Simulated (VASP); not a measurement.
# PtS2 in VASP: single point with PBE+D3(BJ)

Aim: the single point of PtS2 with PBE+D3(BJ).

All numbers are computed with VASP 6.6.1; they aren't measurements. Logs are shortened: lines on timing, memory, paths and dates and some standing lists are left out, and cuts for length are marked.

## Step 1: The cell of the first run

The cell holds a slab with vacuum, 6 atoms: a = 3.542 Å, b = 3.542 Å, c = 22.467 Å, α = 90.00°, β = 90.00°, γ = 120.00°.

## Step 2: Single point, PBE+D3(BJ)

The input, INCAR:

```
SYSTEM = PtS2
PREC     = Accurate       ! precision mode
ENCUT    = 520            ! plane-wave cutoff, eV
EDIFF    = 1E-6           ! SCF threshold, eV
ISMEAR   = 0              ! smearing method
SIGMA    = 0.05           ! smearing width, eV
LREAL    = .FALSE.        ! projectors in reciprocal space
LASPH    = .TRUE.         ! aspherical terms in the spheres
NELM     = 100            ! most SCF steps
ALGO     = Normal         ! electronic algorithm
ISIF     = 2              ! what is computed and relaxed
LWAVE    = .FALSE.        ! write WAVECAR
LCHARG   = .FALSE.        ! write CHGCAR
LDIPOL   = .TRUE.       
IDIPOL   = 3            
DIPOL    = 0.5 0.5 0.389
GGA      = PE             ! functional
IVDW     = 12             ! dispersion correction
NBANDS   = 31             ! bands
```

The input, KPOINTS:

```
regular mesh
0
G
  9 9 1
  0 0 0
```

The input, POSCAR:

```
PtS2
1.0
    3.5415278079      0.0000000000      0.0000000000
   -1.7707639039      3.0670530498      0.0000000000
    0.0000000000      0.0000000000     22.4670615492
S Pt
4 2
Direct
    0.6666666667      0.3333333333      0.2002932155
    0.3333333333      0.6666666667      0.3107149555
    0.3333333333      0.6666666667      0.4679080368
    0.6666666667      0.3333333333      0.5783300083
    0.0000000000      0.0000000000      0.2555954584
    1.0000000000      1.0000000000      0.5230283141
```

Potentials or basis: VASP PAW PBE potentials, release 64 (S, Pt).

On the command line:

```sh
$ cat potpaw_PBE.64/S/POTCAR potpaw_PBE.64/Pt/POTCAR > POTCAR
$ mpirun -np 1 vasp_std > vasp.out
```

OUTCAR:

```text
SYSTEM = PtS2
   PREC = Accurate
   ENCUT = 520
   EDIFF = 1E-6
   ISMEAR = 0
   LREAL = .FALSE.
   LASPH = .TRUE.
   NELM = 100
   ISIF = 2
   GGA = PE
   IVDW = 12
 IVDW          = 12

 ion  position               nearest neighbor table
   1  0.667  0.333  0.200-   5 2.39   5 2.39   5 2.39
   2  0.333  0.667  0.311-   5 2.39   5 2.39   5 2.39
   3  0.333  0.667  0.468-   6 2.39   6 2.39   6 2.39
   4  0.667  0.333  0.578-   6 2.39   6 2.39   6 2.39
   5  0.000  0.000  0.256-   2 2.39   2 2.39   2 2.39   1 2.39   1 2.39   1 2.39
   6  0.000  0.000  0.523-   3 2.39   3 2.39   3 2.39   4 2.39   4 2.39   4 2.39

  LATTYP: Found a hexagonal cell.
 ALAT       =     3.5415278079
 C/A-ratio  =     6.3438896340

  Lattice vectors:

 A1 = (   3.5415278079,   0.0000000000,   0.0000000000)
 A2 = (  -1.7707639039,   3.0670530498,   0.0000000000)
 A3 = (   0.0000000000,   0.0000000000,  22.4670615492)

Analysis of symmetry for initial positions (statically):
=====================================================================
 Subroutine PRICEL returns:
 Original cell was already a primitive cell.

 Routine SETGRP: Setting up the symmetry group for a
 hexagonal supercell.

 Subroutine GETGRP returns: Found 12 space group operations
 (whereof  6 operations were pure point group operations)
 out of a pool of 24 trial point group operations.

The static configuration has the point symmetry C_3v.
 The point group associated with its full space group is D_3h.

Analysis of symmetry for dynamics (positions and initial velocities):
=====================================================================
 Subroutine PRICEL returns:
 Original cell was already a primitive cell.

 Routine SETGRP: Setting up the symmetry group for a
 hexagonal supercell.

 Subroutine GETGRP returns: Found 12 space group operations
 (whereof  6 operations were pure point group operations)
 out of a pool of 24 trial point group operations.

The dynamic configuration has the point symmetry C_3v.
 The point group associated with its full space group is D_3h.

 Subroutine INISYM returns: Found 12 space group operations
 (whereof  6 operations are pure point group operations),
 and found     1 'primitive' translations

----------------------------------------------------------------------------------------

                                     Primitive cell

  volume of cell :     244.0384

  direct lattice vectors                    reciprocal lattice vectors
[... 92 lines left out ...]
   PSTRESS=    0.0 pullay stress
   NELECT =      44.0000    total number of electrons
   NUPDOWN=      -1.0000    fix difference up-down
   EMIN   =  10.00;   EMAX   =-10.00  energy-range for DOS
   EFERMI =   0.00;   METHOD = LEGACY
   ISMEAR =     0;   SIGMA  =   0.05  broadening in eV -4-tet -1-fermi 0-gaus
   EFERMI_NEDOS =   21; number of points for ismear=-14 and -15
   IALGO  =     38    algorithm
   IMIX   =      4    mixing-type and parameters
     AMIX     =   0.40;   BMIX     =  1.00
     AMIX_MAG =   1.60;   BMIX_MAG =  1.00
  volume/ion in A,a.u.               =      40.67       274.48
  Fermi-wavevector in a.u.,A,eV,Ry     =   0.924854  1.747720 11.637800  0.855354
  Thomas-Fermi vector in A             =   2.050645
   LORBIT       =      0    0 simple, 1 ext, 2 COOP (PROOUT), +10 PAW based schemes
   GGA     = PE    functional components
   LHFCALC =     F    Hartree Fock is set to
   AEXX    =    0.0000 exact exchange contribution
   IVDW    =    12    specifies the selected vdW correction
   LEPSILON=     F    determine dielectric tensor
   LRPA    =     F    only Hartree local field effects (RPA)
 non-spin polarized calculation
 Gauss-broadening in eV      SIGMA  =   0.05
  energy-cutoff  :      520.00
  volume of cell :      244.04
 maximum number of plane-waves:      6671
 NGX is ok and might be reduce to    28
   NGX = 13   NGY = 13   NGZ = 83

 dipolmoment           0.000000      0.000000     -0.000397 electrons x Angstroem

 number of electron      43.9999999 magnetization

 dipolmoment           0.000000      0.000000      0.000137 electrons x Angstroem

 Free energy of the ion-electron system (eV)
  ---------------------------------------------------
  ext. energy  EPLUGINS =         0.00000000
  ---------------------------------------------------
  free energy    TOTEN  =       -30.86661015 eV

  energy without entropy =      -30.86661015  energy(sigma->0) =      -30.86661015

 E-fermi :  -0.3164     XC(G=0):  -5.4740

 val. band max:       -0.5448604305   @ k =   0.1111   0.1111   0.0000
 cond. band min:       0.8494212079   @ k =   0.2222   0.0000   0.0000
 fundamental gap:      1.3942816384
 Fermi energy:        -0.3163855788

 k-point     1 :       0.0000    0.0000    0.0000
  band No.  band energies     occupation
      1     -14.9113      2.00000
      2     -14.8707      2.00000
      3     -12.7338      2.00000
      4     -12.6368      2.00000
      5      -6.3930      2.00000
      6      -6.3930      2.00000
[... 397 lines left out ...]
     30       7.9818      0.00000
     31       8.1652      0.00000

------------------------ aborting loop because EDIFF is reached ----------------------------------------

 vacuum level on the upper side and lower side of the slab       (xc-potential included)        -0.294        -0.297

 Edisp (eV)   -1.87566

 E8    (eV) :    -0.7772

  FORCE on cell =-STRESS in cart. coord.  units (eV):
  Direction    XX          YY          ZZ          XY          YZ          ZX
  --------------------------------------------------------------------------------------
  -------------------------------------------------------------------------------------
  Total      -0.38018    -0.38018    -0.25268    -0.00000     0.00000     0.00000
  in kB      -2.49598    -2.49598    -1.65890    -0.00000     0.00000     0.00000
  external pressure =       -2.22 kB  Pullay stress =        0.00 kB

 VOLUME and BASIS-vectors are now :
 -----------------------------------------------------------------------------
  energy-cutoff  :      520.00
  volume of cell :      244.04
      direct lattice vectors                 reciprocal lattice vectors
     3.541527808  0.000000000  0.000000000     0.282364012  0.163022938  0.000000000
    -1.770763904  3.067053050  0.000000000     0.000000000  0.326045877  0.000000000
     0.000000000  0.000000000 22.467061549     0.000000000  0.000000000  0.044509603

 POSITION                                       TOTAL-FORCE (eV/Angst)
 -----------------------------------------------------------------------------------
      1.77076      1.02235      4.50000        -0.000000     -0.000000      0.040932
     -0.00000      2.04470      6.98085         0.000000     -0.000000     -0.040551
     -0.00000      2.04470     10.51252         0.000000      0.000000      0.040551
      1.77076      1.02235     12.99338         0.000000      0.000000     -0.040932
      0.00000      0.00000      5.74248        -0.000000     -0.000000     -0.000825
      0.00000      0.00000     11.75091        -0.000000     -0.000000      0.000825
 -----------------------------------------------------------------------------------
    total drift:                                0.000000      0.000000      0.026220

  FREE ENERGIE OF THE ION-ELECTRON SYSTEM (eV)
  ---------------------------------------------------
  free  energy   TOTEN  =       -32.7422672019 eV

  energy  without entropy=      -32.7422672019  energy(sigma->0) =      -32.74226720

 vacuum level on the upper side and lower side of the slab         5.219         5.217
```

stdout:

```text
POSCAR found type information on POSCAR S Pt
 POSCAR found :  2 types and       6 ions
 scaLAPACK will be used
 LDA part: xc-table for (Slater+PW92), standard interpolation
 POSCAR, INCAR and KPOINTS ok, starting setup
 FFT: planning ... GRIDC
 FFT: planning ... GRID_SOFT
 FFT: planning ... GRID
 WAVECAR not read
 entering main loop
```

Run time: 4.2 min. Hardware: 1 thread of Intel Xeon Platinum 8375C at 2.90GHz (Ice Lake), shared host; peak memory 0.37 GiB.

Results:

```yaml
Free_energy: -32.7423 eV
Largest_force: 0.041 eV/Å
Band_gap_on_the_k_mesh: 1.39 eV (least direct gap 1.50 eV)
Dispersion_energy_per_atom: -0.313 eV
```

Forces on the atoms (eV/Å):
```
S    0.000  0.000  0.041
S    0.000  0.000 -0.041
S    0.000  0.000  0.041
S    0.000  0.000 -0.041
Pt   0.000  0.000 -0.001
Pt   0.000  0.000  0.001
```

Levels at points of the mesh, in eV from the valence-band top:
```csv
k point,band 19,band 20,band 21,band 22,band 23,band 24,band 25,band 26
"(0.00, 0.00, 0.00)",-0.56,-0.52,-0.52,-0.51,2.90,2.90,2.98,2.98
```

Caveat: spin-orbit coupling is left out, which moves the levels of the heavy elements.
